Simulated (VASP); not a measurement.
# NaGeBr3 (Pm-3m) in VASP: a series of runs, part 2 of 2

VASP 6.6.1.

## 3. Relaxation of cell and atoms, PBEsol

This run uses another cell than the first one, of 22.18 Å³/atom, 0.697 times its volume.

Input file INCAR:

```
  PREC = Accurate
  ENCUT = 600
  EDIFF = 1E-6
  ISMEAR = -1
  SIGMA = 0.03
  LREAL = F
  LASPH = T
  NELM = 60
  ALGO = Normal
  ISIF = 3
  LWAVE = F
  LCHARG = F
  GGA = PS
  IBRION = 2
  NSW = 100
  EDIFFG = -0.01
```

Input file KPOINTS:

```
Automatic mesh
0
Gamma
  4 4 4
```

Input file POSCAR:

```
NaGeBr3
1.0
    4.8044391000      0.0000000000      0.0000000000
    0.0000000000      4.8044391000      0.0000000000
    0.0000000000      0.0000000000      4.8044391000
Na Ge Br
1 1 3
Direct
    0.0000000000      0.0000000000      0.0000000000
    0.5000000000      0.5000000000      0.5000000000
    0.5000000000      0.5000000000      0.0000000000
    0.5000000000      0.0000000000      0.5000000000
    0.0000000000      0.5000000000      0.5000000000
```

Potentials or basis: VASP PAW PBE potentials, release 64 (Na_pv, Ge_d, Br).

The run is started by

```console
$ cat potpaw_PBE.64/Na_pv/POTCAR potpaw_PBE.64/Ge_d/POTCAR potpaw_PBE.64/Br/POTCAR > POTCAR
$ mpirun -np 1 vasp_std > vasp.out
```

OUTCAR:

```text
PREC = Accurate
   ENCUT = 600
   EDIFF = 1E-6
   ISMEAR = -1
   LREAL = F
   LASPH = T
   NELM = 60
   ISIF = 3
   GGA = PS
   IBRION = 2
   NSW = 100
   EDIFFG = -0.01

 ion  position               nearest neighbor table
   1  0.000  0.000  0.000-
   2  0.500  0.500  0.500-   3 2.40   4 2.40   5 2.40   3 2.40   4 2.40   5 2.40
   3  0.500  0.500  0.000-   2 2.40   2 2.40
   4  0.500  0.000  0.500-   2 2.40   2 2.40
   5  0.000  0.500  0.500-   2 2.40   2 2.40

  LATTYP: Found a simple cubic cell.
 ALAT       =     4.8044391000

  Lattice vectors:

 A1 = (   4.8044391000,   0.0000000000,   0.0000000000)
 A2 = (   0.0000000000,   4.8044391000,   0.0000000000)
 A3 = (   0.0000000000,   0.0000000000,   4.8044391000)

Analysis of symmetry for initial positions (statically):
=====================================================================
 Subroutine PRICEL returns:
 Original cell was already a primitive cell.

 Routine SETGRP: Setting up the symmetry group for a
 simple cubic supercell.

 Subroutine GETGRP returns: Found 48 space group operations
 (whereof 48 operations were pure point group operations)
 out of a pool of 48 trial point group operations.

The static configuration has the point symmetry O_h .

Analysis of symmetry for dynamics (positions and initial velocities):
=====================================================================
 Subroutine PRICEL returns:
 Original cell was already a primitive cell.

 Routine SETGRP: Setting up the symmetry group for a
 simple cubic supercell.

 Subroutine GETGRP returns: Found 48 space group operations
 (whereof 48 operations were pure point group operations)
 out of a pool of 48 trial point group operations.

The dynamic configuration has the point symmetry O_h .

 Subroutine INISYM returns: Found 48 space group operations
 (whereof 48 operations are pure point group operations),
 and found     1 'primitive' translations

----------------------------------------------------------------------------------------

                                     Primitive cell

  volume of cell :     110.8991

  direct lattice vectors                    reciprocal lattice vectors
     4.804439100  0.000000000  0.000000000     0.208140842  0.000000000  0.000000000
     0.000000000  4.804439100  0.000000000     0.000000000  0.208140842  0.000000000
     0.000000000  0.000000000  4.804439100     0.000000000  0.000000000  0.208140842

  length of vectors
     4.804439100  4.804439100  4.804439100     0.208140842  0.208140842  0.208140842

  position of ions in fractional coordinates (direct lattice)
     0.000000000  0.000000000  0.000000000
     0.500000000  0.500000000  0.500000000
     0.500000000  0.500000000  0.000000000
     0.500000000  0.000000000  0.500000000
     0.000000000  0.500000000  0.500000000

  ion indices of the primitive-cell ions
   primitive index   ion index
                 1           1
                 2           2
                 3           3
                 4           4
                 5           5

----------------------------------------------------------------------------------------

 KPOINTS: Automatic mesh

Automatic generation of k-mesh.
 Grid dimensions read from file:
[... 25 lines left out ...]
  0.250000  0.250000  0.000000     12.000000
  0.500000  0.250000  0.000000     12.000000
  0.500000  0.500000  0.000000      3.000000
  0.250000  0.250000  0.250000      8.000000
  0.500000  0.250000  0.250000     12.000000
  0.500000  0.500000  0.250000      6.000000
  0.500000  0.500000  0.500000      1.000000
   k-points           NKPTS =     10   k-points in BZ     NKDIM =     10   number of bands    NBANDS=     25
   number of dos      NEDOS =    301   number of ions     NIONS =      5
   total plane-waves  NPLWV =  64000
   dimension x,y,z NGX =    40 NGY =   40 NGZ =   40
   dimension x,y,z NGXF=    80 NGYF=   80 NGZF=   80
   ions per type =               1   1   3
   NGX,Y,Z   is equivalent  to a cutoff of  13.84, 13.84, 13.84 a.u.
   NGXF,Y,Z  is equivalent  to a cutoff of  27.68, 27.68, 27.68 a.u.
 SYSTEM =  unknown system
   PREC   = accura    normal or accurate (medium, high low for compatibility)
   ISTART =      0    job   : 0-new  1-cont  2-samecut
   ICHARG =      2    charge: 1-file 2-atom 10-const
   ISPIN  =      1    spin polarized calculation?
   LNONCOLLINEAR =      F non collinear calculations
   LSORBIT =      F    spin-orbit coupling
   LASPH  =      T    aspherical Exc in radial PAW
   ENCUT  =  600.0 eV  44.10 Ry    6.64 a.u.   9.60  9.60  9.60*2*pi/ulx,y,z
   NELM   =     60;   NELMIN=  2; NELMDL= -5     # of ELM steps
   EDIFF  = 0.1E-05   stopping-criterion for ELM
   LREAL  =      F    real-space projection
   EDIFFG = -.1E-01   stopping-criterion for IOM
   NSW    =    100    number of steps for IOM
   IBRION =      2    ionic relax: 0-MD 1-quasi-New 2-CG
   NFREE  =      1    steps in history (QN), initial steepest desc. (CG)
   ISIF   =      3    stress and relaxation
   ISYM   =      2    0-nonsym 1-usesym 2-fastsym
   POTIM  = 0.5000    time-step for ionic-motion
   TEBEG  =    0.0;   TEEND  =   0.0 temperature during run
   PSTRESS=    0.0 pullay stress
   NELECT =      42.0000    total number of electrons
   NUPDOWN=      -1.0000    fix difference up-down
   EMIN   =  10.00;   EMAX   =-10.00  energy-range for DOS
   EFERMI =   0.00;   METHOD = LEGACY
   ISMEAR =    -1;   SIGMA  =   0.03  broadening in eV -4-tet -1-fermi 0-gaus
   EFERMI_NEDOS =   21; number of points for ismear=-14 and -15
   IALGO  =     38    algorithm
   IMIX   =      4    mixing-type and parameters
     AMIX     =   0.40;   BMIX     =  1.00
     AMIX_MAG =   1.60;   BMIX_MAG =  1.00
  volume/ion in A,a.u.               =      22.18       149.68
  Fermi-wavevector in a.u.,A,eV,Ry     =   1.184446  2.238278 19.087778  1.402912
  Thomas-Fermi vector in A             =   2.320660
   LORBIT       =      0    0 simple, 1 ext, 2 COOP (PROOUT), +10 PAW based schemes
   GGA     = PS    functional components
   LHFCALC =     F    Hartree Fock is set to
   AEXX    =    0.0000 exact exchange contribution
   IVDW    =     0    specifies the selected vdW correction
   LEPSILON=     F    determine dielectric tensor
   LRPA    =     F    only Hartree local field effects (RPA)
 conjugate gradient relaxation of ions
 non-spin polarized calculation
  energy-cutoff  :      600.00
  volume of cell :      110.90
 maximum number of plane-waves:      3743
 NGX is ok and might be reduce to    40
   NGX = 19   NGY = 19   NGZ = 19

--------------------------------------- Ionic step        1  -------------------------------------------

 number of electron      42.0000007 magnetization

 Free energy of the ion-electron system (eV)
  ---------------------------------------------------
  ext. energy  EPLUGINS =         0.00000000
  ---------------------------------------------------
  free energy    TOTEN  =       -13.82400544 eV

  energy without entropy =      -13.81754121  energy(sigma->0) =      -13.82077332

------------------------ aborting loop because EDIFF is reached ----------------------------------------

  FORCE on cell =-STRESS in cart. coord.  units (eV):
  Direction    XX          YY          ZZ          XY          YZ          ZX
  --------------------------------------------------------------------------------------
  -------------------------------------------------------------------------------------
  Total       13.4211304     13.4211304     13.4211304     -0.0000000     -0.0000000     -0.0000000
  in kB      193.8972280    193.8972280    193.8972280     -0.0000000     -0.0000000     -0.0000000
  external PRESSURE =     193.8972280 kB  Pullay stress =       0.0000000 kB
[... 98 lines left out ...]
  FREE ENERGIE OF THE ION-ELECTRON SYSTEM (eV)
  ---------------------------------------------------
  free  energy   TOTEN  =       -15.9624511422 eV

  energy  without entropy=      -15.9616561510  energy(sigma->0) =      -15.96205365

[... ionic steps 4 to 12 ...]

--------------------------------------- Ionic step       13  -------------------------------------------

 number of electron      41.9999941 magnetization

------------------------ aborting loop because EDIFF is reached ----------------------------------------
[... 73 lines left out ...]
--------------------------------------- Ionic step       15  -------------------------------------------

 number of electron      41.9999941 magnetization

 Free energy of the ion-electron system (eV)
  ---------------------------------------------------
  ext. energy  EPLUGINS =         0.00000000
  ---------------------------------------------------
  free energy    TOTEN  =       -15.96246329 eV

  energy without entropy =      -15.96167649  energy(sigma->0) =      -15.96206989

 E-fermi :   2.1641     XC(G=0):  -7.8935

 val. band max:        2.1026147683   @ k =   0.5000   0.5000   0.5000
 cond. band min:       2.2611094977   @ k =   0.5000   0.5000   0.5000
 fundamental gap:      0.1584947293
 Fermi energy:         2.1641473514

 k-point     1 :       0.0000    0.0000    0.0000
  band No.  band energies     occupation
      1     -23.5754      2.00000
      2     -23.5754      2.00000
      3     -23.5754      2.00000
      4     -23.4964      2.00000
      5     -23.4964      2.00000
      6     -23.4797      2.00000
[... 301 lines left out ...]
  FREE ENERGIE OF THE ION-ELECTRON SYSTEM (eV)
  ---------------------------------------------------
  free  energy   TOTEN  =       -15.9624632862 eV

  energy  without entropy=      -15.9616764876  energy(sigma->0) =      -15.96206989

 reached required accuracy - stopping structural energy minimisation
```

OSZICAR:

```text
N       E                     dE             d eps       ncg     rms          rms(c)
DAV:   1     0.441399617846E+03    0.44140E+03   -0.21840E+04   566   0.287E+03
DAV:   2     0.497713257319E+02   -0.39163E+03   -0.38490E+03   548   0.703E+02
DAV:   3    -0.111943387991E+02   -0.60966E+02   -0.59684E+02   606   0.187E+02
DAV:   4    -0.140007164447E+02   -0.28064E+01   -0.27936E+01   591   0.459E+01
[... 73 lines left out ...]
  14 F= -.15962459E+02 E0= -.15962065E+02  d E =-.442433E-05
       N       E                     dE             d eps       ncg     rms          rms(c)
DAV:   1    -0.159624647283E+02   -0.54987E-05   -0.24550E-05   677   0.606E-02    0.701E-03
DAV:   2    -0.159624635937E+02    0.11346E-05   -0.14129E-06   276   0.138E-02    0.348E-03
DAV:   3    -0.159624632862E+02    0.30756E-06   -0.17854E-06   331   0.991E-03
  15 F= -.15962463E+02 E0= -.15962070E+02  d E =-.868961E-05
```

CONTCAR:

```text
NaGeBr3
   1.00000000000000
     5.4106740614510134   -0.0000000000000000   -0.0000000000000000
    -0.0000000000000000    5.4106740614510134   -0.0000000000000000
     0.0000000000000000    0.0000000000000000    5.4106740614510134
  Na              Ge              Br
     1     1     3
Direct
     0.0000000000000000    0.0000000000000000    0.0000000000000000
     0.5000000000000000    0.5000000000000000    0.5000000000000000
     0.5000000000000000    0.5000000000000000    0.0000000000000000
     0.5000000000000000    0.0000000000000000    0.5000000000000000
     0.0000000000000000    0.5000000000000000    0.5000000000000000

  0.00000000E+00  0.00000000E+00  0.00000000E+00
  0.00000000E+00  0.00000000E+00  0.00000000E+00
  0.00000000E+00  0.00000000E+00  0.00000000E+00
  0.00000000E+00  0.00000000E+00  0.00000000E+00
  0.00000000E+00  0.00000000E+00  0.00000000E+00
```

Wall time 4.3 min (1 thread of AMD EPYC 7R13, shared host); peak memory 0.23 GiB.

Results:

```
Free energy                            : -15.9625 eV
Relaxed volume                         : 31.68 Å³/atom
Relaxed cell                           : a = 5.411 Å, b = 5.411 Å, c = 5.411 Å, α = 90.00°, β = 90.00°, γ = 90.00°
Space group after relaxing (to 0.05 Å) : Pm-3m (No. 221)
Energy gained by relaxing              : 427.7 meV/atom
Ionic steps                            : 15
Pressure after relaxing                : 0.0 GPa
Band gap on the k mesh                 : 0.16 eV, direct
```

The path:
```tsv
step	energy change (eV)	largest force (eV/Å)	pressure (GPa)	volume (Å³)
1	0.0000	0.0000	19.39	110.90
2	-2.1380	0.0000	-0.19	159.80
3	-2.1384	0.0000	0.07	158.37
4	-2.1384	0.0000	0.06	158.37
5	-2.1384	0.0000	0.07	158.38
6	-2.1384	0.0000	0.06	158.38
7	-2.1384	0.0000	0.06	158.38
8	-2.1384	0.0000	0.06	158.38
9	-2.1384	0.0000	0.06	158.38
10	-2.1384	0.0000	0.06	158.38
11	-2.1384	0.0000	0.06	158.38
12	-2.1385	0.0000	0.07	158.38
13	-2.1385	0.0000	0.07	158.38
14	-2.1385	0.0000	0.07	158.39
15	-2.1385	0.0000	0.05	158.40
```

Final structure:
```
Na Ge Br
1.0
     5.41067    0.00000    0.00000
     0.00000    5.41067    0.00000
     0.00000    0.00000    5.41067
Na Ge Br
1 1 3
Direct
  0.00000 0.00000 0.00000
  0.50000 0.50000 0.50000
  0.50000 0.50000 0.00000
  0.50000 0.00000 0.50000
  0.00000 0.50000 0.50000
```

Levels at points of the mesh, in eV from the valence-band top:
```csv
k point,band 18,band 19,band 20,band 21,band 22,band 23,band 24,band 25
"(0.00, 0.00, 0.00)",-3.06,-2.96,-2.96,-2.96,0.85,4.65,4.69,4.69
"(0.50, 0.00, 0.00)",-3.25,-2.99,-2.99,-2.09,1.07,2.80,3.13,5.15
"(0.50, 0.50, 0.00)",-3.45,-3.38,-2.34,-1.02,0.73,0.73,2.89,4.54
"(0.50, 0.50, 0.50)",-2.33,-2.33,-2.33,0.00,0.16,0.16,0.16,1.64
```

Caveat: the volume moved by over 15 % at a fixed basis, so the end points are rough; the PAW data sets were made with another functional, which shifts forces and pressure a little. A k mesh can miss the band edges.
